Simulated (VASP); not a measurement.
# ZnO (P6_3mc) in VASP: notebook

Runs on ZnO. Level: PBE+D3(BJ). Tasks: single point, relaxation of cell and atoms.

Everything below comes from runs of VASP 6.6.1. Logs are shortened: lines on timing, memory, paths and dates and some standing lists are left out, and cuts for length are marked.

**The experiment to reproduce.**

From “Electronic structure of alkaline earth and post-transition metal oxides”, 2009, arxiv:0908.1581, for a bulk crystal of ZnO: band gap 3.37 eV.

The results are compared with them further down.

## Step 1: The cell of the first run

The structure is hexagonal, space group P6_3mc (No. 186). The conventional cell has a = 3.255 Å, b = 3.255 Å, c = 5.256 Å, α = 90.00°, β = 90.00°, γ = 120.00°. Within 2.6 Å of Zn (site symmetry 3m) lie 4 O at 1.98 to 1.99 Å. Within 2.6 Å of O (site symmetry 3m) lie 4 Zn at 1.98 to 1.99 Å.

## Step 2: Single point, PBE+D3(BJ)

The input, INCAR:

```
  PREC = Accurate
  ENCUT = 520
  EDIFF = 1E-7
  ISMEAR = 0
  SIGMA = 0.02
  LREAL = F
  LASPH = T
  NELM = 80
  ALGO = Normal
  ISIF = 2
  LWAVE = F
  LCHARG = T
  GGA = PE
  IVDW = 12
  LELF = T
  LVHAR = T
  NBANDS = 26
```

The input, KPOINTS:

```
Automatic mesh
0
Gamma
  12 12 6
```

The input, POSCAR:

```
ZnO
1.0
    3.2547447270      0.0000000000      0.0000000000
   -1.6273723635      2.8186916164      0.0000000000
    0.0000000000      0.0000000000      5.2564237872
Zn O
2 2
Direct
    0.3333333333      0.6666666667      0.0016172184
    0.6666666667      0.3333333333      0.5016172184
    0.3333333333      0.6666666667      0.3804827816
    0.6666666667      0.3333333333      0.8804827816
```

Potentials or basis: VASP PAW PBE potentials, release 64 (Zn, O).

Run with:

```console
$ cat potpaw_PBE.64/Zn/POTCAR potpaw_PBE.64/O/POTCAR > POTCAR
$ mpirun -np 1 vasp_std > vasp.out
```

OUTCAR:

```text
PREC = Accurate
   ENCUT = 520
   EDIFF = 1E-7
   ISMEAR = 0
   LREAL = F
   LASPH = T
   NELM = 80
   ISIF = 2
   GGA = PE
   IVDW = 12
 IVDW          = 12

 ion  position               nearest neighbor table
   1  0.333  0.667  0.002-   4 1.98   4 1.98   4 1.98   3 1.99
   2  0.667  0.333  0.502-   3 1.98   3 1.98   3 1.98   4 1.99
   3  0.333  0.667  0.380-   2 1.98   2 1.98   2 1.98   1 1.99
   4  0.667  0.333  0.880-   1 1.98   1 1.98   1 1.98   2 1.99

  LATTYP: Found a hexagonal cell.
 ALAT       =     3.2547447270
 C/A-ratio  =     1.6150033960

  Lattice vectors:

 A1 = (   3.2547447270,   0.0000000000,   0.0000000000)
 A2 = (  -1.6273723635,   2.8186916164,   0.0000000000)
 A3 = (   0.0000000000,   0.0000000000,   5.2564237872)

Analysis of symmetry for initial positions (statically):
=====================================================================
 Subroutine PRICEL returns:
 Original cell was already a primitive cell.

 Routine SETGRP: Setting up the symmetry group for a
 hexagonal supercell.

 Subroutine GETGRP returns: Found 12 space group operations
 (whereof  6 operations were pure point group operations)
 out of a pool of 24 trial point group operations.

The static configuration has the point symmetry C_3v.
 The point group associated with its full space group is C_6v.

Analysis of symmetry for dynamics (positions and initial velocities):
=====================================================================
 Subroutine PRICEL returns:
 Original cell was already a primitive cell.

 Routine SETGRP: Setting up the symmetry group for a
 hexagonal supercell.

 Subroutine GETGRP returns: Found 12 space group operations
 (whereof  6 operations were pure point group operations)
 out of a pool of 24 trial point group operations.

The dynamic configuration has the point symmetry C_3v.
 The point group associated with its full space group is C_6v.

 Subroutine INISYM returns: Found 12 space group operations
 (whereof  6 operations are pure point group operations),
 and found     1 'primitive' translations

----------------------------------------------------------------------------------------

                                     Primitive cell

  volume of cell :      48.2231

[... 87 lines left out ...]
   LNONCOLLINEAR =      F non collinear calculations
   LSORBIT =      F    spin-orbit coupling
   LASPH  =      T    aspherical Exc in radial PAW
   ENCUT  =  520.0 eV  38.22 Ry    6.18 a.u.   6.05  6.05  9.77*2*pi/ulx,y,z
   NELM   =     80;   NELMIN=  2; NELMDL= -5     # of ELM steps
   EDIFF  = 0.1E-06   stopping-criterion for ELM
   LREAL  =      F    real-space projection
   EDIFFG = 0.1E-05   stopping-criterion for IOM
   NSW    =      0    number of steps for IOM
   IBRION =     -1    ionic relax: 0-MD 1-quasi-New 2-CG
   NFREE  =      0    steps in history (QN), initial steepest desc. (CG)
   ISIF   =      2    stress and relaxation
   ISYM   =      2    0-nonsym 1-usesym 2-fastsym
   POTIM  = 0.5000    time-step for ionic-motion
   TEBEG  =    0.0;   TEEND  =   0.0 temperature during run
   PSTRESS=    0.0 pullay stress
   NELECT =      36.0000    total number of electrons
   NUPDOWN=      -1.0000    fix difference up-down
   EMIN   =  10.00;   EMAX   =-10.00  energy-range for DOS
   EFERMI =   0.00;   METHOD = LEGACY
   ISMEAR =     0;   SIGMA  =   0.02  broadening in eV -4-tet -1-fermi 0-gaus
   EFERMI_NEDOS =   21; number of points for ismear=-14 and -15
   IALGO  =     38    algorithm
   IMIX   =      4    mixing-type and parameters
     AMIX     =   0.40;   BMIX     =  1.00
     AMIX_MAG =   1.60;   BMIX_MAG =  1.00
  volume/ion in A,a.u.               =      12.06        81.36
  Fermi-wavevector in a.u.,A,eV,Ry     =   1.485106  2.806443 30.008180  2.205539
  Thomas-Fermi vector in A             =   2.598559
   LORBIT       =      0    0 simple, 1 ext, 2 COOP (PROOUT), +10 PAW based schemes
   GGA     = PE    functional components
   LHFCALC =     F    Hartree Fock is set to
   AEXX    =    0.0000 exact exchange contribution
   IVDW    =    12    specifies the selected vdW correction
   LEPSILON=     F    determine dielectric tensor
   LRPA    =     F    only Hartree local field effects (RPA)
 non-spin polarized calculation
 Gauss-broadening in eV      SIGMA  =   0.02
  energy-cutoff  :      520.00
  volume of cell :       48.22
 maximum number of plane-waves:      1320
   NGX = 13   NGY = 13   NGZ = 19

 number of electron      36.0000036 magnetization

 Free energy of the ion-electron system (eV)
  ---------------------------------------------------
  ext. energy  EPLUGINS =         0.00000000
  ---------------------------------------------------
  free energy    TOTEN  =       -17.84366667 eV

  energy without entropy =      -17.84366667  energy(sigma->0) =      -17.84366667

 E-fermi :   1.1700     XC(G=0): -10.8426

 val. band max:        1.0907723434   @ k =   0.0000   0.0000   0.0000
 cond. band min:       1.8504386195   @ k =   0.0000   0.0000   0.0000
 fundamental gap:      0.7596662761
 Fermi energy:         1.1699612064

 k-point     1 :       0.0000    0.0000    0.0000
  band No.  band energies     occupation
      1     -16.9010      2.00000
      2     -16.2018      2.00000
      3      -4.5467      2.00000
      4      -4.5467      2.00000
      5      -4.5074      2.00000
      6      -4.4615      2.00000
[... 685 lines left out ...]
     25      14.4483      0.00000
     26      15.0354      0.00000

 [... further k-points ...]

------------------------ aborting loop because EDIFF is reached ----------------------------------------

 Edisp (eV)   -0.88507

 E8    (eV) :    -0.3340

  FORCE on cell =-STRESS in cart. coord.  units (eV):
  Direction    XX          YY          ZZ          XY          YZ          ZX
  --------------------------------------------------------------------------------------
  -------------------------------------------------------------------------------------
  Total       0.29640     0.29640     0.29223     0.00000    -0.00000     0.00000
  in kB       9.84775     9.84775     9.70906     0.00000    -0.00000     0.00000
  external pressure =        9.80 kB  Pullay stress =        0.00 kB

 VOLUME and BASIS-vectors are now :
 -----------------------------------------------------------------------------
  energy-cutoff  :      520.00
  volume of cell :       48.22
      direct lattice vectors                 reciprocal lattice vectors
     3.254744727  0.000000000  0.000000000     0.307243758  0.177387266  0.000000000
    -1.627372363  2.818691616  0.000000000     0.000000000  0.354774532  0.000000000
     0.000000000  0.000000000  5.256423787     0.000000000  0.000000000  0.190243413

 POSITION                                       TOTAL-FORCE (eV/Angst)
 -----------------------------------------------------------------------------------
     -0.00000      1.87913      0.00850         0.000000     -0.000000      0.001644
      1.62737      0.93956      2.63671        -0.000000      0.000000      0.001644
     -0.00000      1.87913      1.99998        -0.000000     -0.000000     -0.001644
      1.62737      0.93956      4.62819        -0.000000     -0.000000     -0.001644
 -----------------------------------------------------------------------------------
    total drift:                               -0.000001     -0.000001      0.000657

  FREE ENERGIE OF THE ION-ELECTRON SYSTEM (eV)
  ---------------------------------------------------
  free  energy   TOTEN  =       -18.7287409170 eV

  energy  without entropy=      -18.7287409170  energy(sigma->0) =      -18.72874092
```

OSZICAR:

```text
N       E                     dE             d eps       ncg     rms          rms(c)
DAV:   1     0.297351425658E+03    0.29735E+03   -0.18193E+04  3984   0.201E+03
DAV:   2     0.111034076401E+02   -0.28625E+03   -0.26883E+03  4124   0.414E+02
DAV:   3    -0.204612880535E+02   -0.31565E+02   -0.31144E+02  4382   0.140E+02
DAV:   4    -0.210824212696E+02   -0.62113E+00   -0.61965E+00  4374   0.199E+01
DAV:   5    -0.210855758428E+02   -0.31546E-02   -0.31543E-02  4304   0.147E+00    0.145E+01
DAV:   6    -0.176753463836E+02    0.34102E+01   -0.66785E+00  6246   0.619E+01    0.882E+00
DAV:   7    -0.178817000375E+02   -0.20635E+00   -0.29327E+00  4086   0.171E+01    0.529E+00
DAV:   8    -0.178916579152E+02   -0.99579E-02   -0.50724E-01  5814   0.743E+00    0.163E+00
DAV:   9    -0.178408974242E+02    0.50760E-01   -0.10298E-01  5758   0.630E+00    0.297E-01
DAV:  10    -0.178435472420E+02   -0.26498E-02   -0.36777E-02  4018   0.132E+00    0.129E-01
DAV:  11    -0.178436291765E+02   -0.81934E-04   -0.57087E-04  4470   0.291E-01    0.321E-02
DAV:  12    -0.178436628010E+02   -0.33624E-04   -0.10930E-04  4608   0.289E-01    0.178E-02
DAV:  13    -0.178436721695E+02   -0.93685E-05   -0.24309E-05  4486   0.101E-01    0.201E-02
DAV:  14    -0.178436668077E+02    0.53617E-05   -0.14883E-05  4706   0.387E-02    0.213E-03
DAV:  15    -0.178436667167E+02    0.91046E-07   -0.25201E-06  4046   0.147E-02    0.106E-03
DAV:  16    -0.178436666732E+02    0.43485E-07   -0.64690E-08  2196   0.351E-03
   1 F= -.18728741E+02 E0= -.18728741E+02  d E =-.405747E-11
```

stdout:

```text
POSCAR found type information on POSCAR ZnO
 POSCAR found :  2 types and       4 ions
 scaLAPACK will be used
 LDA part: xc-table for (Slater+PW92), standard interpolation
 POSCAR, INCAR and KPOINTS ok, starting setup
 FFT: planning ... GRIDC
 FFT: planning ... GRID_SOFT
 FFT: planning ... GRID
 WAVECAR not read
 entering main loop
```

Run time: 45 s. Hardware: 1 thread of Intel Xeon 6975P-C (Granite Rapids), shared host; peak memory 0.22 GiB.

Results:

```yaml
Free_energy: -18.7287 eV
Pressure: 1.0 GPa
Band_gap_on_the_k_mesh: 0.76 eV, direct
Dispersion_energy_per_atom: -0.221 eV
```

## Step 3: Relaxation of cell and atoms, PBE+D3(BJ)

This run uses another cell than the first one, of 11.90 Å³/atom, 0.987 times its volume.

The input, INCAR:

```
ALGO     = Normal         # electronic algorithm
EDIFF    = 1E-7           # SCF threshold, eV
EDIFFG   = -0.005         # ionic threshold
ENCUT    = 600            # plane-wave cutoff, eV
GGA      = PE             # functional
IBRION   = 2              # ionic algorithm
ISIF     = 3              # what is computed and relaxed
ISMEAR   = 0              # smearing method
IVDW     = 12             # dispersion correction
LASPH    = True           # aspherical terms in the spheres
LCHARG   = False          # write CHGCAR
LREAL    = False          # projectors in reciprocal space
LWAVE    = False          # write WAVECAR
NELM     = 80             # most SCF steps
NSW      = 100            # ionic steps
PREC     = Accurate       # precision mode
SIGMA    = 0.02           # smearing width, eV
```

The input, KPOINTS:

```
k-points
0
Gamma
  12 12 6
```

The input, POSCAR:

```
ZnO
1.0
    3.2493987239      0.0000000000      0.0000000000
   -1.6246993619      2.8140618419      0.0000000000
    0.0000000000      0.0000000000      5.2038000000
Zn O
2 2
Direct
    0.3333333333      0.6666666667      0.0000000000
    0.6666666667      0.3333333333      0.5000000000
    0.3333333333      0.6666666667      0.3821000000
    0.6666666667      0.3333333333      0.8821000000
```

Potentials or basis: VASP PAW PBE potentials, release 64 (Zn, O).

Run with:

```console
$ cat potpaw_PBE.64/Zn/POTCAR potpaw_PBE.64/O/POTCAR > POTCAR
$ mpirun -np 1 vasp_std > vasp.out
```

Wall time 10 min (1 thread of Intel Xeon Platinum 8175M at 2.50GHz (Skylake/Cascade Lake), shared host); peak memory 0.24 GiB.

It converged, with:

```
Free energy                            : -18.7322 eV
Relaxed volume                         : 12.13 Å³/atom
Relaxed cell                           : a = 3.261 Å, b = 3.261 Å, c = 5.267 Å, α = 90.00°, β = 90.00°, γ = 120.00°
Space group after relaxing (to 0.05 Å) : P6_3mc (No. 186)
Energy gained by relaxing              : 2.2 meV/atom
Ionic steps                            : 10
Pressure after relaxing                : 0.0 GPa
Band gap on the k mesh                 : 0.75 eV, direct
Dispersion energy per atom             : -0.220 eV
```

The path:
| step | energy change (eV) | largest force (eV/Å) | pressure (GPa) | volume (Å³) |
| --- | --- | --- | --- | --- |
| 1 | 0.0000 | 0.0340 | 2.76 | 47.58 |
| 2 | -0.0058 | 0.0233 | -1.38 | 49.01 |
| 3 | -0.0079 | 0.0267 | -0.04 | 48.51 |
| 4 | -0.0079 | 0.0269 | 0.02 | 48.50 |
| 5 | -0.0081 | 0.0241 | 0.08 | 48.50 |
| 6 | -0.0085 | 0.0155 | 0.03 | 48.50 |
| 7 | -0.0082 | 0.0036 | 0.06 | 48.49 |
| 8 | -0.0086 | 0.0098 | 0.05 | 48.49 |
| 9 | -0.0086 | 0.0116 | -0.09 | 48.54 |
| 10 | -0.0086 | 0.0005 | 0.00 | 48.52 |

Final structure:
```
Zn O
1.0
     3.26134    0.00000    0.00000
    -1.63067    2.82440    0.00000
     0.00000    0.00000    5.26696
Zn O
2 2
Cartesian
  0.0000 1.8829 0.0085
  1.6307 0.9415 2.6420
  0.0000 1.8829 2.0040
  1.6307 0.9415 4.6375
```

Levels at points of the mesh, in eV from the valence-band top:
| k point | band 16 | band 17 | band 18 | band 19 | band 20 | band 21 |
| --- | --- | --- | --- | --- | --- | --- |
| (0.00, 0.00, 0.00) | -0.08 | 0.00 | 0.00 | 0.75 | 5.16 | 8.12 |
| (0.50, 0.00, 0.00) | -2.20 | -1.26 | -0.81 | 5.69 | 6.84 | 7.54 |
| (0.00, 0.00, 0.50) | -0.38 | -0.38 | -0.38 | 3.40 | 3.40 | 9.98 |
| (0.50, 0.00, 0.50) | -1.46 | -1.35 | -1.35 | 5.67 | 5.67 | 8.32 |

PBE gaps usually lie below the measured ones, often by a third to a half. Zero-point motion and thermal expansion aren't in these numbers.

## Step 4: Single point, PBE+D3(BJ)

The input, INCAR:

```
  PREC = Accurate
  ENCUT = 520
  EDIFF = 1E-7
  ISMEAR = 0
  SIGMA = 0.02
  LREAL = F
  LASPH = T
  NELM = 80
  ALGO = Normal
  ISIF = 2
  LWAVE = F
  LCHARG = T
  GGA = PE
  IVDW = 12
  LELF = T
  LVHAR = T
  NBANDS = 26
```

The input, KPOINTS:

```
Automatic mesh
0
Gamma
  12 12 6
```

The input, POSCAR:

```
ZnO
1.0
    3.2547447267      0.0000000000      0.0000000000
   -1.6273723633      2.8186916161      0.0000000000
    0.0000000000      0.0000000000      5.2564237859
Zn O
2 2
Direct
    0.3333333333      0.6666666667      0.0016172183
    0.6666666667      0.3333333333      0.5016172183
    0.3333333333      0.6666666667      0.3804827817
    0.6666666667      0.3333333333      0.8804827817
```

Run with:

```console
$ cat potpaw_PBE.64/Zn/POTCAR potpaw_PBE.64/O/POTCAR > POTCAR
$ mpirun -np 1 vasp_std > vasp.out
```

Wall time 33 s (1 thread of Intel Xeon 6975P-C (Granite Rapids), shared host); peak memory 0.22 GiB.

It converged, with:

```
Free energy                : -18.7287 eV
Pressure                   : 1.0 GPa
Band gap on the k mesh     : 0.76 eV, direct
Dispersion energy per atom : -0.221 eV
```

Levels at points of the mesh, in eV from the valence-band top:
| k point | band 16 | band 17 | band 18 | band 19 | band 20 | band 21 |
| --- | --- | --- | --- | --- | --- | --- |
| (0.00, 0.00, 0.00) | -0.09 | 0.00 | 0.00 | 0.76 | 5.18 | 8.14 |
| (0.50, 0.00, 0.00) | -2.22 | -1.27 | -0.82 | 5.72 | 6.85 | 7.55 |
| (0.00, 0.00, 0.50) | -0.38 | -0.38 | -0.38 | 3.41 | 3.41 | 10.00 |
| (0.50, 0.00, 0.50) | -1.48 | -1.36 | -1.36 | 5.68 | 5.68 | 8.35 |

(Part 1 of 2 ends here.)
